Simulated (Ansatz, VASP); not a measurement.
# One calculation of SrTiO3, two programs

The input INCAR:

```
SYSTEM = SrTiO3
PREC = Accurate ; ENCUT = 520
EDIFF = 1E-7 ; ISMEAR = 0
SIGMA = 0.05 ; LREAL = .False.
LASPH = .True. ; NELM = 100
ALGO = Normal ; ISIF = 2
LWAVE = .False. ; LCHARG = .False.
GGA = PE ; NBANDS = 28
```

File KPOINTS:

```
regular mesh
0
Gamma
  8 8 8
  0 0 0
```

POSCAR

```
SrTiO3
1.0
    3.9364094381      0.0000000000      0.0000000000
    0.0000000000      3.9364094381      0.0000000000
    0.0000000000      0.0000000000      3.9364094381
Sr Ti O
1 1 3
Direct
    0.0133575938      0.0000000000      0.0000000000
    0.4918212216      0.5000000000      0.5000000000
   -0.0148372241      0.5000000000      0.5000000000
    0.4830765038      0.0000000000      0.5000000000
    0.4830765038      0.5000000000      0.0000000000
```

Input for Ansatz:

```yaml
crystal:
  lattice:
    - [3.9364094381, 0.0, 0.0]
    - [0.0, 3.9364094381, 0.0]
    - [0.0, 0.0, 3.9364094381]
  atoms:
    - { symbol: Sr, position: [0.0133575938, 0.0, 0.0] }
    - { symbol: Ti, position: [0.4918212216, 0.5, 0.5] }
    - { symbol: O, position: [-0.0148372241, 0.5, 0.5] }
    - { symbol: O, position: [0.4830765038, 0.0, 0.5] }
    - { symbol: O, position: [0.4830765038, 0.5, 0.0] }
basis:
  ecutwfc: 520.0
kpoints:
  mp_grid: { grid: [8, 8, 8] }
hamiltonian:
  xc: pbe
  pseudopotentials: { kind: paw, azcp: { folder: soft_1 } }
scf:
  occupations: { method: gaussian, width: 0.05 }
output:
  forces: true
  stress: true
  eigenvalues: true
  write_density: true
  write_potential: true
  elf: true
  volumetric_format: npy
```

Change from the starting cell: mode 1 frozen in at -0.038 Å and mode 7 at +0.058 Å (largest displacements).

Alike in both runs: task single point; functional PBE; k mesh 8 × 8 × 8; occupations gaussian, width 0.05 eV; no spin polarisation.

|  | VASP | Ansatz |
| --- | --- | --- |
| version | VASP 6.6.1 | Ansatz 0.2.0 |
| potentials or method | VASP PAW PBE potentials, release 64 (Sr_sv, Ti_sv, O), cutoff 520 eV | scalar-relativistic, plane waves, PAW |
| valence electrons in the cell | 40 | 40 |

|  | VASP | Ansatz | Ansatz less VASP |
| --- | --- | --- | --- |
| gap on the k mesh at the Fermi level (eV) | 1.81 | 1.85 | +0.034 |
| least direct gap on the mesh (eV) | 2.19 | 2.21 | +0.018 |
| pressure (GPa) | 0.9 | 0.3 | -0.61 |
| traceless stress, the component that is largest in VASP (GPa) | 0.12 | 0.12 | -0.002 |
| rms of the force components (eV/Å) | 0.109 | 0.107 | -0.0020 |

Atom by atom the forces differ by 0.006 eV/Å (rms over components). With one functional, cell and mesh, what is left measures potentials, basis and numerics.
